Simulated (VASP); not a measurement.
# CoSi (NiAs type) (P6_3/mmc) in VASP: notebook, part 2 of 2

VASP 6.6.1. The steps go on from the part before.

**4. Single point, PBE (6.84 Å³/atom)**

This run uses another cell than the first one, of 6.84 Å³/atom.

Input file INCAR:

```
SYSTEM = CoSi
PREC     = Accurate       ! precision mode
ENCUT    = 690            ! plane-wave cutoff, eV
EDIFF    = 1E-6           ! SCF threshold, eV
ISMEAR   = -1             ! smearing method
SIGMA    = 0.08           ! smearing width, eV
LREAL    = .FALSE.        ! projectors in reciprocal space
LASPH    = .TRUE.         ! aspherical terms in the spheres
NELM     = 120            ! most SCF steps
ALGO     = Normal         ! electronic algorithm
ISIF     = 2              ! what is computed and relaxed
LWAVE    = .FALSE.        ! write WAVECAR
LCHARG   = .FALSE.        ! write CHGCAR
GGA      = PE             ! functional
NBANDS   = 29             ! bands
GGA_COMPAT= .FALSE.
```

Input file KPOINTS:

```
Automatic mesh
0
G
  12 12 7
  0 0 0
```

Input file POSCAR:

```
CoSi
1.0
    2.2219361987      0.0000000000      0.0000000000
   -1.1109680993      1.9242531936      0.0000000000
    0.0000000000      0.0000000000      6.3952730058
Co Si
2 2
Direct
    0.0000000000      0.0000000000      0.0000000000
    0.0000000000      0.0000000000      0.5000000000
    0.3333333333      0.6666666667      0.2500000000
    0.6666666667      0.3333333333      0.7500000000
```

Potentials or basis: VASP PAW PBE potentials, release 64 (Co_sv, Si).

Run with:

```sh
> cat potpaw_PBE.64/Co_sv/POTCAR potpaw_PBE.64/Si/POTCAR > POTCAR
> mpirun -np 1 vasp_std > vasp.out
```

It took 52 s on 1 thread of Intel Xeon Platinum 8488C (Sapphire Rapids), shared host; peak memory 0.21 GiB.

Results (log left out):

```yaml
Free_energy: -16.1126 eV
Pressure: 294.3 GPa
Band_gap_on_the_k_mesh: zero (bands 21 and 22 overlap by 2.70 eV)
```

Stress tensor (GPa, compression positive):
```
293.79   0.00   0.00
  0.00 293.79   0.00
  0.00   0.00 295.23
```

Levels at points of the mesh, in eV from the Fermi level:
```tsv
k point	band 18	band 19	band 20	band 21	band 22	band 23	band 24	band 25
(0.00, 0.00, 0.00)	-3.42	-2.04	-2.04	-1.75	-1.75	4.26	9.29	14.26
(0.50, 0.00, 0.00)	-3.19	-2.79	0.24	0.24	0.86	2.29	3.80	5.36
```

Caveat: the cell stands under pressure.

**5. Single point, PBE**

This run uses another cell than the first one, of 7.95 Å³/atom.

Input file INCAR:

```
PREC = Accurate ; ENCUT = 690
EDIFF = 1E-6 ; ISMEAR = -1
SIGMA = 0.08 ; LREAL = F
LASPH = T ; NELM = 120
ALGO = Normal ; ISIF = 2
LWAVE = F ; LCHARG = T
GGA = PE ; LELF = T
LVHAR = T ; NBANDS = 29
GGA_COMPAT = F
```

Input file KPOINTS:

```
Automatic mesh
0
Gamma
  12 12 7
```

Input file POSCAR:

```
CoSi
1.0
    2.7868112281      0.0000000000      0.0000000000
   -1.3934056141      2.4134493191      0.0000000000
    0.0000000000      0.0000000000      4.7306894408
Co Si
2 2
Direct
    0.0000000000      0.0000000000      0.0000000000
    0.0000000000      0.0000000000      0.5000000000
    0.3333333333      0.6666666667      0.2500000000
    0.6666666667      0.3333333333      0.7500000000
```

Potentials or basis: VASP PAW PBE potentials, release 64 (Co_sv, Si).

Run with:

```sh
> cat potpaw_PBE.64/Co_sv/POTCAR potpaw_PBE.64/Si/POTCAR > POTCAR
> mpirun -np 1 vasp_std > vasp.out
```

OUTCAR:

```text
PREC = Accurate
   ENCUT = 690
   EDIFF = 1E-6
   ISMEAR = -1
   LREAL = F
   LASPH = T
   NELM = 120
   ISIF = 2
   GGA = PE

 ion  position               nearest neighbor table
   1  0.000  0.000  0.000-   3 2.00   4 2.00   4 2.00   3 2.00   4 2.00   3 2.00   2 2.37   2 2.37

   2  0.000  0.000  0.500-   3 2.00   4 2.00   4 2.00   3 2.00   4 2.00   3 2.00   1 2.37   1 2.37

   3  0.333  0.667  0.250-   1 2.00   2 2.00   1 2.00   2 2.00   1 2.00   2 2.00   4 2.86   4 2.86
                             4 2.86   4 2.86   4 2.86   4 2.86
   4  0.667  0.333  0.750-   1 2.00   2 2.00   1 2.00   2 2.00   1 2.00   2 2.00   3 2.86   3 2.86
                             3 2.86   3 2.86   3 2.86   3 2.86

  LATTYP: Found a hexagonal cell.
 ALAT       =     2.7868112281
 C/A-ratio  =     1.6975277669

  Lattice vectors:

 A1 = (   2.7868112281,   0.0000000000,   0.0000000000)
 A2 = (  -1.3934056141,   2.4134493191,   0.0000000000)
 A3 = (   0.0000000000,   0.0000000000,   4.7306894408)

Analysis of symmetry for initial positions (statically):
=====================================================================
 Subroutine PRICEL returns:
 Original cell was already a primitive cell.

 Routine SETGRP: Setting up the symmetry group for a
 hexagonal supercell.

 Subroutine GETGRP returns: Found 24 space group operations
 (whereof 12 operations were pure point group operations)
 out of a pool of 24 trial point group operations.

The static configuration has the point symmetry D_3d.
 The point group associated with its full space group is D_6h.

Analysis of symmetry for dynamics (positions and initial velocities):
=====================================================================
 Subroutine PRICEL returns:
 Original cell was already a primitive cell.

 Routine SETGRP: Setting up the symmetry group for a
 hexagonal supercell.

 Subroutine GETGRP returns: Found 24 space group operations
 (whereof 12 operations were pure point group operations)
 out of a pool of 24 trial point group operations.

The dynamic configuration has the point symmetry D_3d.
 The point group associated with its full space group is D_6h.

 Subroutine INISYM returns: Found 24 space group operations
 (whereof 12 operations are pure point group operations),
 and found     1 'primitive' translations

----------------------------------------------------------------------------------------

                                     Primitive cell

  volume of cell :      31.8178

  direct lattice vectors                    reciprocal lattice vectors
     2.786811228  0.000000000  0.000000000     0.358833060  0.207172364  0.000000000
    -1.393405614  2.413449319  0.000000000     0.000000000  0.414344727  0.000000000
     0.000000000  0.000000000  4.730689441     0.000000000  0.000000000  0.211385679

  length of vectors
     2.786811228  2.786811228  4.730689441     0.414344727  0.414344727  0.211385679

  position of ions in fractional coordinates (direct lattice)
     0.000000000  0.000000000  0.000000000
     0.000000000  0.000000000  0.500000000
     0.333333333  0.666666667  0.250000000
     0.666666667  0.333333333  0.750000000

  ion indices of the primitive-cell ions
   primitive index   ion index
                 1           1
                 2           2
                 3           3
[... 26 lines left out ...]
 Found     76 irreducible k-points:

 Following reciprocal coordinates:
            Coordinates               Weight
  0.000000  0.000000  0.000000      1.000000
  0.083333 -0.000000  0.000000      6.000000
  0.166667  0.000000  0.000000      6.000000
  0.250000  0.000000  0.000000      6.000000
  0.333333 -0.000000  0.000000      6.000000
  0.416667  0.000000  0.000000      6.000000
[... 16 lines left out ...]
  0.250000  0.000000  0.142857     12.000000
  0.333333 -0.000000  0.142857     12.000000
 [... further k-points ...]
   k-points           NKPTS =     76   k-points in BZ     NKDIM =     76   number of bands    NBANDS=     29
   number of dos      NEDOS =    301   number of ions     NIONS =      4
   total plane-waves  NPLWV =  24192
   dimension x,y,z NGX =    24 NGY =   24 NGZ =   42
   dimension x,y,z NGXF=    48 NGYF=   48 NGZF=   84
   ions per type =               2   2
   NGX,Y,Z   is equivalent  to a cutoff of  14.32, 14.32, 14.76 a.u.
   NGXF,Y,Z  is equivalent  to a cutoff of  28.63, 28.63, 29.52 a.u.
 SYSTEM =  unknown system
   PREC   = accura    normal or accurate (medium, high low for compatibility)
   ISTART =      0    job   : 0-new  1-cont  2-samecut
   ICHARG =      2    charge: 1-file 2-atom 10-const
   ISPIN  =      1    spin polarized calculation?
   LNONCOLLINEAR =      F non collinear calculations
   LSORBIT =      F    spin-orbit coupling
   LASPH  =      T    aspherical Exc in radial PAW
   ENCUT  =  690.0 eV  50.71 Ry    7.12 a.u.   5.97  5.97 10.13*2*pi/ulx,y,z
   NELM   =    120;   NELMIN=  2; NELMDL= -5     # of ELM steps
   EDIFF  = 0.1E-05   stopping-criterion for ELM
   LREAL  =      F    real-space projection
   EDIFFG = 0.1E-04   stopping-criterion for IOM
   NSW    =      0    number of steps for IOM
   IBRION =     -1    ionic relax: 0-MD 1-quasi-New 2-CG
   NFREE  =      0    steps in history (QN), initial steepest desc. (CG)
   ISIF   =      2    stress and relaxation
   ISYM   =      2    0-nonsym 1-usesym 2-fastsym
   POTIM  = 0.5000    time-step for ionic-motion
   TEBEG  =    0.0;   TEEND  =   0.0 temperature during run
   PSTRESS=    0.0 pullay stress
   NELECT =      42.0000    total number of electrons
   NUPDOWN=      -1.0000    fix difference up-down
   EMIN   =  10.00;   EMAX   =-10.00  energy-range for DOS
   EFERMI =   0.00;   METHOD = LEGACY
   ISMEAR =    -1;   SIGMA  =   0.08  broadening in eV -4-tet -1-fermi 0-gaus
   EFERMI_NEDOS =   21; number of points for ismear=-14 and -15
   IALGO  =     38    algorithm
   IMIX   =      4    mixing-type and parameters
     AMIX     =   0.40;   BMIX     =  1.00
     AMIX_MAG =   1.60;   BMIX_MAG =  1.00
  volume/ion in A,a.u.               =       7.95        53.68
  Fermi-wavevector in a.u.,A,eV,Ry     =   1.795841  3.393647 43.879397  3.225045
  Thomas-Fermi vector in A             =   2.857510
   LORBIT       =      0    0 simple, 1 ext, 2 COOP (PROOUT), +10 PAW based schemes
   GGA     = PE    functional components
   LHFCALC =     F    Hartree Fock is set to
   AEXX    =    0.0000 exact exchange contribution
   IVDW    =     0    specifies the selected vdW correction
   LEPSILON=     F    determine dielectric tensor
   LRPA    =     F    only Hartree local field effects (RPA)
 non-spin polarized calculation
  energy-cutoff  :      690.00
  volume of cell :       31.82
 maximum number of plane-waves:      1338
 NGX is ok and might be reduce to    24
   NGX = 11   NGY = 11   NGZ = 21

 number of electron      42.0000032 magnetization

 Free energy of the ion-electron system (eV)
  ---------------------------------------------------
  ext. energy  EPLUGINS =         0.00000000
  ---------------------------------------------------
  free energy    TOTEN  =       -18.87062360 eV

  energy without entropy =      -18.83925197  energy(sigma->0) =      -18.85493779

 E-fermi :  18.9423     XC(G=0): -14.7584

 val. band max:       18.9020646846   @ k =   0.3333  -0.0000   0.0000
 cond. band min:      18.9681178368   @ k =   0.2500   0.2500   0.2857
 fundamental gap:      0.0660531522
 Fermi energy:        18.9422884529

 k-point     1 :       0.0000    0.0000    0.0000
  band No.  band energies     occupation
      1     -76.9935      2.00000
      2     -76.9513      2.00000
      3     -40.7336      2.00000
      4     -40.3762      2.00000
      5     -40.2956      2.00000
      6     -40.2956      2.00000
[... 757 lines left out ...]
     28      28.4455      0.00000
     29      28.7209      0.00000

 [... further k-points ...]

------------------------ aborting loop because EDIFF is reached ----------------------------------------

  FORCE on cell =-STRESS in cart. coord.  units (eV):
  Direction    XX          YY          ZZ          XY          YZ          ZX
  --------------------------------------------------------------------------------------
  -------------------------------------------------------------------------------------
  Total       39.8832164     39.8832164     39.9498228     -0.0000000     -0.0000000     -0.0000000
  in kB     2008.3092286   2008.3092286   2011.6631758     -0.0000000     -0.0000000     -0.0000000
  external PRESSURE =    2009.4272110 kB  Pullay stress =       0.0000000 kB

 VOLUME and BASIS-vectors are now :
 -----------------------------------------------------------------------------
  energy-cutoff  :      690.00
  volume of cell :       31.82
      direct lattice vectors                 reciprocal lattice vectors
     2.786811228  0.000000000  0.000000000     0.358833060  0.207172364  0.000000000
    -1.393405614  2.413449319  0.000000000     0.000000000  0.414344727  0.000000000
     0.000000000  0.000000000  4.730689441     0.000000000  0.000000000  0.211385679

 POSITION                                       TOTAL-FORCE (eV/Angst)
 -----------------------------------------------------------------------------------
      0.00000      0.00000      0.00000         0.000000      0.000000      0.000000
      0.00000      0.00000      2.36534         0.000000      0.000000      0.000000
     -0.00000      1.60897      1.18267        -0.000000      0.000000      0.000000
      1.39341      0.80448      3.54802         0.000000     -0.000000      0.000000
 -----------------------------------------------------------------------------------
    total drift:                               -0.000000      0.000000      0.000000

  FREE ENERGIE OF THE ION-ELECTRON SYSTEM (eV)
  ---------------------------------------------------
  free  energy   TOTEN  =       -18.8706236023 eV

  energy  without entropy=      -18.8392519714  energy(sigma->0) =      -18.85493779
```

OSZICAR:

```text
N       E                     dE             d eps       ncg     rms          rms(c)
DAV:   1     0.762436416042E+03    0.76244E+03   -0.26432E+04  5925   0.450E+03
DAV:   2     0.356582738167E+02   -0.72678E+03   -0.70138E+03  6677   0.113E+03
DAV:   3    -0.203544028162E+02   -0.56013E+02   -0.55061E+02  6693   0.278E+02
DAV:   4    -0.213523268260E+02   -0.99792E+00   -0.99364E+00  6353   0.338E+01
DAV:   5    -0.214185476836E+02   -0.66221E-01   -0.66211E-01  6799   0.125E+01    0.348E+01
DAV:   6    -0.216027211693E+02   -0.18417E+00   -0.34506E+01  6460   0.140E+02    0.171E+01
DAV:   7    -0.190418742217E+02    0.25608E+01   -0.16161E+01  5676   0.997E+01    0.104E+01
DAV:   8    -0.188819906052E+02    0.15988E+00   -0.70063E-01  7310   0.152E+01    0.183E+00
DAV:   9    -0.188711616656E+02    0.10829E-01   -0.84022E-02  7328   0.519E+00    0.531E-01
DAV:  10    -0.188706154794E+02    0.54619E-03   -0.48433E-03  6982   0.126E+00    0.123E-01
DAV:  11    -0.188706312566E+02   -0.15777E-04   -0.23671E-04  7048   0.256E-01    0.738E-02
DAV:  12    -0.188706260439E+02    0.52128E-05   -0.64421E-05  7246   0.145E-01    0.355E-02
DAV:  13    -0.188706233387E+02    0.27051E-05   -0.12850E-05  5620   0.729E-02    0.673E-03
DAV:  14    -0.188706236023E+02   -0.26353E-06   -0.75523E-07  3279   0.115E-02
   1 F= -.18870624E+02 E0= -.18854938E+02  d E =-.313716E-01
```

stdout:

```text
POSCAR found type information on POSCAR CoSi
 POSCAR found :  2 types and       4 ions
 scaLAPACK will be used
 LDA part: xc-table for (Slater+PW92), standard interpolation
 POSCAR, INCAR and KPOINTS ok, starting setup
 FFT: planning ... GRIDC
 FFT: planning ... GRID_SOFT
 FFT: planning ... GRID
 WAVECAR not read
 entering main loop
```

It took 36 s on 1 thread of Intel Xeon 6975P-C (Granite Rapids), shared host; peak memory 0.22 GiB.

Results:

* Free energy: -18.8706 eV
* Pressure: 200.9 GPa
* Band gap on the k mesh: zero (bands 21 and 22 overlap by 3.25 eV)

Levels at points of the mesh, in eV from the Fermi level:
| k point | band 18 | band 19 | band 20 | band 21 | band 22 | band 23 |
| --- | --- | --- | --- | --- | --- | --- |
| (0.00, 0.00, 0.00) | -4.05 | -2.02 | -2.02 | 0.54 | 6.57 | 6.59 |
| (0.50, 0.00, 0.00) | -2.69 | -2.07 | -1.66 | -1.11 | -1.03 | 0.71 |

Caveat: the cell stands under pressure. Spin polarisation is off, so any magnetic state and its effect on volume and gap are missing.

**6. The runs side by side**

```tsv
task	potentials or basis	cell	cutoff (eV)	gap on the mesh (eV)	pressure (GPa)
relaxation of shape and atoms at fixed volume	VASP PAW PBE potentials, release 64 (Co, Si)	relaxed from a = 3.311, b = 3.311, c = 4.921 Å, angles 90.0, 90.0, 120.0°, 4 atoms	600	none	12.3
relaxation of cell and atoms	VASP PAW PBE potentials, release 64 (Co, Si)	relaxed from a = 3.297, b = 3.297, c = 5.110 Å, angles 90.0, 90.0, 120.0°, 4 atoms	600	none	0.0
single point	VASP PAW PBE potentials, release 64 (Co_sv, Si)	a = 2.222, b = 2.222, c = 6.395 Å, angles 90.0, 90.0, 120.0°, 4 atoms	690	none	294.3
single point	VASP PAW PBE potentials, release 64 (Co_sv, Si)	a = 2.787, b = 2.787, c = 4.731 Å, angles 90.0, 90.0, 120.0°, 4 atoms	690	none	200.9
```

Alike in all rows: level PBE; no spin polarisation; k mesh 12 × 12 × 7; smearing fermi-dirac 0.08 eV.

Caveats: the cell stands under pressure (at least some runs).

Total energies depend on the potentials used, so only differences within one code and one set of settings carry meaning.

The gap in the log of VASP goes by the Fermi energy; the results here count the filled bands.